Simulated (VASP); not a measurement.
A run of VASP 6.6.1:

File POSCAR:

```
GaN
1.0
    0.0000000000      2.2675000000      2.2675000000
    2.2675000000      0.0000000000      2.2675000000
    2.2675000000      2.2675000000      0.0000000000
Ga N
1 1
Direct
    0.0000000000      0.0000000000      0.0000000000
    0.2500000000      0.2500000000      0.2500000000
```

Contents of INCAR.step1:

```
ALGO     = Normal         # electronic algorithm
EDIFF    = 1E-8           # SCF threshold, eV
ENCUT    = 500            # plane-wave cutoff, eV
GGA      = PE             # functional
ISMEAR   = 0              # smearing method
LASPH    = T              # aspherical terms in the spheres
LCHARG   = F              # write CHGCAR
LREAL    = F              # projectors in reciprocal space
LWAVE    = T              # write WAVECAR
NELM     = 80             # most SCF steps
PREC     = Accurate       # precision mode
SIGMA    = 0.01           # smearing width, eV
```

The input INCAR.step2:

```
ALGO     = Exact          # electronic algorithm
EDIFF    = 1E-8           # SCF threshold, eV
ENCUT    = 500            # plane-wave cutoff, eV
GGA      = PE             # functional
ISMEAR   = 0              # smearing method
ISTART   = 1            
LASPH    = T              # aspherical terms in the spheres
LCHARG   = F              # write CHGCAR
LOPTICS  = T              # frequency-dependent dielectric function
LREAL    = F              # projectors in reciprocal space
LWAVE    = T              # write WAVECAR
NBANDS   = 637            # bands
NELM     = 1              # most SCF steps
PREC     = Accurate       # precision mode
SIGMA    = 0.01           # smearing width, eV
```

The input INCAR.step3:

```
ALGO     = EVGW0          # electronic algorithm
EDIFF    = 1E-8           # SCF threshold, eV
ENCUT    = 500            # plane-wave cutoff, eV
ENCUTGW  = 200            # cutoff of the response function
GGA      = PE             # functional
ISMEAR   = 0              # smearing method
ISTART   = 1            
LASPH    = T              # aspherical terms in the spheres
LCHARG   = F              # write CHGCAR
LREAL    = F              # projectors in reciprocal space
LWAVE    = F              # write WAVECAR
NBANDS   = 637            # bands
NBANDSGW = 17           
NELMGW   = 1            
NOMEGA   = 48             # frequency points
PREC     = Accurate       # precision mode
PRECFOCK = Fast         
SIGMA    = 0.01           # smearing width, eV
```

File KPOINTS:

```
k-points
0
Gamma
  2 2 2
```

Potentials or basis: VASP PAW PBE potentials, release 64 (Ga_d_GW, N_GW).

Launch:

```bash
$ cat potpaw_PBE.64/Ga_d_GW/POTCAR potpaw_PBE.64/N_GW/POTCAR > POTCAR
$ cp INCAR.step1 INCAR
$ mpirun -np 1 vasp_std > vasp.out
$ cp INCAR.step2 INCAR
$ mpirun -np 1 vasp_std > vasp.out
$ cp INCAR.step3 INCAR
$ mpirun -np 1 vasp_std > vasp.out
```

Hardware: 1 thread of AMD EPYC 9R45 96-Core Processor (Zen 5), on a shared host.

Task: How long does it take, and how much memory?

Result: Run time: 26 s on 1 thread of AMD EPYC 9R45 96-Core Processor (Zen 5), with other jobs on the host, peak memory 0.18 GiB. Counts: k points 3.
